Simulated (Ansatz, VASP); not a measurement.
# One calculation of CsH, two programs

File INCAR:

```
ALGO     = Normal         # electronic algorithm
EDIFF    = 1E-7           # SCF threshold, eV
ENCUT    = 520            # plane-wave cutoff, eV
GGA      = CA             # functional
ISIF     = 2              # what is computed and relaxed
ISMEAR   = 0              # smearing method
LASPH    = T              # aspherical terms in the spheres
LCHARG   = T              # write CHGCAR
LELF     = T              # ELF
LREAL    = F              # projectors in reciprocal space
LVHAR    = T            
LWAVE    = F              # write WAVECAR
NBANDS   = 12             # bands
NELM     = 100            # most SCF steps
PREC     = Accurate       # precision mode
SIGMA    = 0.05           # smearing width, eV
```

File KPOINTS:

```
k-points
0
Gamma
  8 8 8
```

Contents of POSCAR:

```
CsH
1.0
    0.0199250000      3.1880000000      3.1880000000
    3.1880000000      0.0199250000      3.1880000000
    3.2079250000      3.2079250000      0.0000000000
Cs H
1 1
Direct
    0.0000000000      0.0000000000      0.0000000000
    0.5000000000      0.5000000000      0.5000000000
```

Input for Ansatz:

```yaml
crystal:
  lattice:
    - [0.019925, 3.188, 3.188]
    - [3.188, 0.019925, 3.188]
    - [3.207925, 3.207925, 0.0]
  atoms:
    - { symbol: Cs, position: [0.0, 0.0, 0.0] }
    - { symbol: H, position: [0.5, 0.5, 0.5] }
basis:
  ecutwfc: 420
kpoints:
  mp_grid: { grid: [8, 8, 8] }
hamiltonian:
  xc: lda
scf:
  occupations: { method: gaussian, width: 0.05 }
output:
  forces: true
  stress: true
  eigenvalues: true
```

Change from the starting cell: strain +0.0125 x Voigt [0, 0, 0, 0, 0, 1], atoms carried along.

Alike in both runs: task single point; functional LDA; k mesh 8 × 8 × 8; occupations gaussian, width 0.05 eV; no spin polarisation.

|  | VASP | Ansatz |
| --- | --- | --- |
| version | VASP 6.6.1 | Ansatz 0.2.0 |
| potentials or method | VASP PAW LDA potentials, release 64 (Cs_sv, H), cutoff 520 eV | scalar-relativistic, plane waves, PAW |
| valence electrons in the cell | 10 | 10 |

|  | VASP | Ansatz | Ansatz less VASP |
| --- | --- | --- | --- |
| gap on the k mesh at the Fermi level (eV) | 1.93 | 1.95 | +0.018 |
| least direct gap on the mesh (eV) | 1.94 | 1.95 | +0.018 |
| pressure (GPa) | -1.2 | -1.3 | -0.02 |
| traceless stress, the component that is largest in VASP (GPa) | -0.07 | -0.07 | 0.000 |

LDA's correlation is that of Perdew and Zunger in VASP and of Perdew and Wang (1992) in Ansatz.

Spin-orbit coupling is off throughout.
